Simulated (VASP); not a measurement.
# Rh (C2/m) in VASP: single point with PBEsol

Aim: the single point of Rh with PBEsol.

All numbers are computed with VASP 6.6.1; they aren't measurements. Logs are shortened: lines on timing, memory, paths and dates and some standing lists are left out, and cuts for length are marked.

## (1) The cell of the first run

It takes space group C2/m (No. 12, monoclinic). The conventional cell has a = 4.704 Å, b = 2.716 Å, c = 4.399 Å, α = 90.00°, β = 90.00°, γ = 90.00°. Rh (site symmetry m) has 12 Rh at 2.54 to 2.84 Å within 3.4 Å.

## (2) Single point, PBEsol (shortest bond scaled by 0.94)

INCAR reads:

```
SYSTEM = Rh
PREC = Accurate
ENCUT = 520
EDIFF = 1E-7
ISMEAR = -1
SIGMA = 0.05
LREAL = .FALSE.
LASPH = .TRUE.
NELM = 100
ALGO = Normal
ISIF = 2
LWAVE = .FALSE.
LCHARG = .TRUE.
GGA = PS
LELF = .TRUE.
LVHAR = .TRUE.
NBANDS = 22
```

KPOINTS reads:

```
Automatic mesh
0
G
  13 13 7
  0 0 0
```

POSCAR reads:

```
Rh
1.0
    2.7157318845      0.0000000000      0.0000000000
   -1.3578659422      2.3518928018      0.0000000000
    0.0000000000      0.0000000000      4.3994856529
Rh
2
Direct
    0.3133333333      0.6566666667      0.2350000000
    0.6866666667      0.3433333333      0.7650000000
```

Potentials or basis: VASP PAW PBE potentials, release 64 (Rh_pv).

Command:

```sh
$ cat potpaw_PBE.64/Rh_pv/POTCAR > POTCAR
$ mpirun -np 1 vasp_std > vasp.out
```

OUTCAR:

```text
SYSTEM = Rh
   PREC = Accurate
   ENCUT = 520
   EDIFF = 1E-7
   ISMEAR = -1
   LREAL = .FALSE.
   LASPH = .TRUE.
   NELM = 100
   ISIF = 2
   GGA = PS

 ion  position               nearest neighbor table
   1  0.313  0.657  0.235-   2 2.54   2 2.62   2 2.62   2 2.76   2 2.84   2 2.84
   2  0.687  0.343  0.765-   1 2.54   1 2.62   1 2.62   1 2.76   1 2.84   1 2.84

  LATTYP: Found a hexagonal cell.
 ALAT       =     2.7157318845
 C/A-ratio  =     1.6200000000

  Lattice vectors:

 A1 = (   2.7157318845,   0.0000000000,   0.0000000000)
 A2 = (  -1.3578659422,   2.3518928018,   0.0000000000)
 A3 = (   0.0000000000,   0.0000000000,   4.3994856529)

Analysis of symmetry for initial positions (statically):
=====================================================================
 Subroutine PRICEL returns:
 Original cell was already a primitive cell.

 Routine SETGRP: Setting up the symmetry group for a
 hexagonal supercell.

 Subroutine GETGRP returns: Found  4 space group operations
 (whereof  4 operations were pure point group operations)
 out of a pool of 24 trial point group operations.

The static configuration has the point symmetry C_2h.

Analysis of symmetry for dynamics (positions and initial velocities):
=====================================================================
 Subroutine PRICEL returns:
 Original cell was already a primitive cell.

 Routine SETGRP: Setting up the symmetry group for a
 hexagonal supercell.

 Subroutine GETGRP returns: Found  4 space group operations
 (whereof  4 operations were pure point group operations)
 out of a pool of 24 trial point group operations.

The dynamic configuration has the point symmetry C_2h.

 Subroutine INISYM returns: Found  4 space group operations
 (whereof  4 operations are pure point group operations),
 and found     1 'primitive' translations

----------------------------------------------------------------------------------------

                                     Primitive cell

  volume of cell :      28.1000

  direct lattice vectors                    reciprocal lattice vectors
     2.715731884  0.000000000  0.000000000     0.368224863  0.212594724  0.000000000
    -1.357865942  2.351892802  0.000000000     0.000000000  0.425189447  0.000000000
     0.000000000  0.000000000  4.399485653     0.000000000  0.000000000  0.227299298

  length of vectors
     2.715731884  2.715731884  4.399485653     0.425189447  0.425189447  0.227299298

  position of ions in fractional coordinates (direct lattice)
     0.313333333  0.656666667  0.235000000
     0.686666667  0.343333333  0.765000000

  ion indices of the primitive-cell ions
   primitive index   ion index
                 1           1
                 2           2

----------------------------------------------------------------------------------------

 KPOINTS: Automatic mesh

Automatic generation of k-mesh.
 Grid dimensions read from file:
 generate k-points for:   13   13    7

 Generating k-lattice:

  Cartesian coordinates                     Fractional coordinates (reciprocal lattice)
     0.028324989  0.016353440  0.000000000     0.076923077  0.000000000  0.000000000
     0.000000000  0.032706881  0.000000000     0.000000000  0.076923077  0.000000000
     0.000000000  0.000000000  0.032471328     0.000000000  0.000000000  0.142857143

  Length of vectors
     0.032706881  0.032706881  0.032471328

  Shift w.r.t. Gamma in fractional coordinates (k-lattice)
     0.000000000  0.000000000  0.000000000

 Subroutine IBZKPT returns following result:
 ===========================================

 Found    322 irreducible k-points:

 Following reciprocal coordinates:
            Coordinates               Weight
  0.000000  0.000000  0.000000      1.000000
  0.076923 -0.000000  0.000000      2.000000
  0.000000  0.076923  0.000000      4.000000
  0.153846 -0.000000  0.000000      2.000000
  0.000000  0.153846  0.000000      4.000000
  0.230769 -0.000000  0.000000      2.000000
[... 16 lines left out ...]
 -0.076923  0.384615  0.000000      4.000000
 -0.384615  0.307692  0.000000      4.000000
 [... further k-points ...]
   k-points           NKPTS =    322   k-points in BZ     NKDIM =    322   number of bands    NBANDS=     22
   number of dos      NEDOS =    301   number of ions     NIONS =      2
   total plane-waves  NPLWV =  14400
   dimension x,y,z NGX =    20 NGY =   20 NGZ =   36
   dimension x,y,z NGXF=    40 NGYF=   40 NGZF=   72
   ions per type =               2
   NGX,Y,Z   is equivalent  to a cutoff of  12.24, 12.24, 13.60 a.u.
   NGXF,Y,Z  is equivalent  to a cutoff of  24.49, 24.49, 27.21 a.u.
 SYSTEM =  Rh
   PREC   = accura    normal or accurate (medium, high low for compatibility)
   ISTART =      0    job   : 0-new  1-cont  2-samecut
   ICHARG =      2    charge: 1-file 2-atom 10-const
   ISPIN  =      1    spin polarized calculation?
   LNONCOLLINEAR =      F non collinear calculations
   LSORBIT =      F    spin-orbit coupling
   LASPH  =      T    aspherical Exc in radial PAW
   ENCUT  =  520.0 eV  38.22 Ry    6.18 a.u.   5.05  5.05  8.18*2*pi/ulx,y,z
   NELM   =    100;   NELMIN=  2; NELMDL= -5     # of ELM steps
   EDIFF  = 0.1E-06   stopping-criterion for ELM
   LREAL  =      F    real-space projection
   EDIFFG = 0.1E-05   stopping-criterion for IOM
   NSW    =      0    number of steps for IOM
   IBRION =     -1    ionic relax: 0-MD 1-quasi-New 2-CG
   NFREE  =      0    steps in history (QN), initial steepest desc. (CG)
   ISIF   =      2    stress and relaxation
   ISYM   =      2    0-nonsym 1-usesym 2-fastsym
   POTIM  = 0.5000    time-step for ionic-motion
   TEBEG  =    0.0;   TEEND  =   0.0 temperature during run
   PSTRESS=    0.0 pullay stress
   NELECT =      30.0000    total number of electrons
   NUPDOWN=      -1.0000    fix difference up-down
   EMIN   =  10.00;   EMAX   =-10.00  energy-range for DOS
   EFERMI =   0.00;   METHOD = LEGACY
   ISMEAR =    -1;   SIGMA  =   0.05  broadening in eV -4-tet -1-fermi 0-gaus
   EFERMI_NEDOS =   21; number of points for ismear=-14 and -15
   IALGO  =     38    algorithm
   IMIX   =      4    mixing-type and parameters
     AMIX     =   0.40;   BMIX     =  1.00
     AMIX_MAG =   1.60;   BMIX_MAG =  1.00
  volume/ion in A,a.u.               =      14.05        94.81
  Fermi-wavevector in a.u.,A,eV,Ry     =   1.673195  3.161879 38.090604  2.799580
  Thomas-Fermi vector in A             =   2.758209
   LORBIT       =      0    0 simple, 1 ext, 2 COOP (PROOUT), +10 PAW based schemes
   GGA     = PS    functional components
   LHFCALC =     F    Hartree Fock is set to
   AEXX    =    0.0000 exact exchange contribution
   IVDW    =     0    specifies the selected vdW correction
   LEPSILON=     F    determine dielectric tensor
   LRPA    =     F    only Hartree local field effects (RPA)
 non-spin polarized calculation
  energy-cutoff  :      520.00
  volume of cell :       28.10
 maximum number of plane-waves:       774
   NGX = 11   NGY = 11   NGZ = 17

 number of electron      30.0000007 magnetization

 Free energy of the ion-electron system (eV)
  ---------------------------------------------------
  ext. energy  EPLUGINS =         0.00000000
  ---------------------------------------------------
  free energy    TOTEN  =       -16.07339876 eV

  energy without entropy =      -16.04346190  energy(sigma->0) =      -16.05843033

 E-fermi :  11.4966     XC(G=0): -14.0658

 val. band max:       11.4948610719   @ k =  -0.3846  -0.1538   0.2857
 cond. band min:      11.4980048162   @ k =   0.0769  -0.0000   0.1429
 fundamental gap:      0.0031437443
 Fermi energy:        11.4965715965

 k-point     1 :       0.0000    0.0000    0.0000
  band No.  band energies     occupation
      1     -35.6678      2.00000
      2     -35.0452      2.00000
      3     -34.9924      2.00000
      4     -34.9230      2.00000
      5     -34.9071      2.00000
      6     -34.9067      2.00000
[... 14 lines left out ...]
     21      29.7448      0.00000
     22      30.0370      0.00000

 k-point     2 :       0.0769   -0.0000    0.0000
  band No.  band energies     occupation
      1     -35.6544      2.00000
      2     -35.0771      2.00000
      3     -35.0032      2.00000
      4     -34.9377      2.00000
      5     -34.9257      2.00000
      6     -34.9105      2.00000
[... 14 lines left out ...]
     21      29.9489      0.00000
     22      30.2764      0.00000

 k-point     3 :       0.0000    0.0769    0.0000
  band No.  band energies     occupation
      1     -35.6558      2.00000
      2     -35.0621      2.00000
      3     -35.0179      2.00000
      4     -34.9364      2.00000
      5     -34.9246      2.00000
      6     -34.9117      2.00000
[... 14 lines left out ...]
     21      29.9093      0.00000
     22      30.1281      0.00000

 k-point     4 :       0.1538   -0.0000    0.0000
  band No.  band energies     occupation
      1     -35.6159      2.00000
      2     -35.1608      2.00000
      3     -35.0320      2.00000
      4     -35.0211      2.00000
      5     -34.9407      2.00000
      6     -34.9210      2.00000
[... 14 lines left out ...]
     21      30.1410      0.00000
     22      30.5772      0.00000

 k-point     5 :       0.0000    0.1538    0.0000
  band No.  band energies     occupation
      1     -35.6216      2.00000
      2     -35.1313      2.00000
      3     -35.0611      2.00000
      4     -35.0155      2.00000
      5     -34.9358      2.00000
      6     -34.9255      2.00000
[... 417 lines left out ...]
 k-point    22 :       0.3077    0.0769    0.0000
  band No.  band energies     occupation
      1     -35.4892      2.00000
      2     -35.4146      2.00000
      3     -35.2879      2.00000
      4     -35.1345      2.00000
      5     -35.0470      2.00000
      6     -34.9837      2.00000
[... 14 lines left out ...]
     21      25.2133      0.00000
     22      26.9905      0.00000

 k-point    23 :      -0.0769    0.3846    0.0000
  band No.  band energies     occupation
      1     -35.4921      2.00000
      2     -35.4155      2.00000
      3     -35.2770      2.00000
      4     -35.1623      2.00000
      5     -35.0137      2.00000
      6     -34.9934      2.00000
[... 14 lines left out ...]
     21      25.2554      0.00000
     22      27.3196      0.00000

 k-point    24 :      -0.3846    0.3077    0.0000
  band No.  band energies     occupation
      1     -35.4896      2.00000
      2     -35.4185      2.00000
      3     -35.2813      2.00000
      4     -35.1524      2.00000
      5     -35.0184      2.00000
      6     -34.9945      2.00000
[... 14 lines left out ...]
     21      25.2255      0.00000
     22      27.2625      0.00000

 [... further k-points ...]
[... 5 lines left out ...]
  --------------------------------------------------------------------------------------
  -------------------------------------------------------------------------------------
  Total       -1.1820666     -1.4056632     -0.9676324      0.1936403      0.1774256      0.3073102
  in kB      -67.3978769    -80.1466818    -55.1714826     11.0407890     10.1162743     17.5218996
  external PRESSURE =     -67.5720138 kB  Pullay stress =       0.0000000 kB

 VOLUME and BASIS-vectors are now :
 -----------------------------------------------------------------------------
  energy-cutoff  :      520.00
  volume of cell :       28.10
      direct lattice vectors                 reciprocal lattice vectors
     2.715731884  0.000000000  0.000000000     0.368224863  0.212594724  0.000000000
    -1.357865942  2.351892802  0.000000000     0.000000000  0.425189447  0.000000000
     0.000000000  0.000000000  4.399485653     0.000000000  0.000000000  0.227299298

 POSITION                                       TOTAL-FORCE (eV/Angst)
 -----------------------------------------------------------------------------------
     -0.04074      1.54441      1.03388         0.341226      0.197007      1.298456
      1.39860      0.80748      3.36561        -0.341226     -0.197007     -1.298456
 -----------------------------------------------------------------------------------
    total drift:                                0.000000     -0.000000     -0.000000

  FREE ENERGIE OF THE ION-ELECTRON SYSTEM (eV)
  ---------------------------------------------------
  free  energy   TOTEN  =       -16.0733987627 eV

  energy  without entropy=      -16.0434619040  energy(sigma->0) =      -16.05843033
```

It took 78 s on 1 thread of Intel Xeon 6975P-C (Granite Rapids), shared host; peak memory 0.26 GiB.

Results:

- Free energy: -16.0734 eV
- Pressure: -6.8 GPa
- Largest force: 1.357 eV/Å
- Band gap on the k mesh: zero (bands 15 and 16 overlap by 2.27 eV)

Forces on the atoms (eV/Å):
```
Rh   0.341  0.197  1.298
Rh  -0.341 -0.197 -1.298
```

Caveat: the cell differs from its parent crystal (shortest bond scaled by 0.94); the cell stands under tension; the PAW data sets were made with another functional, which shifts forces and pressure a little.
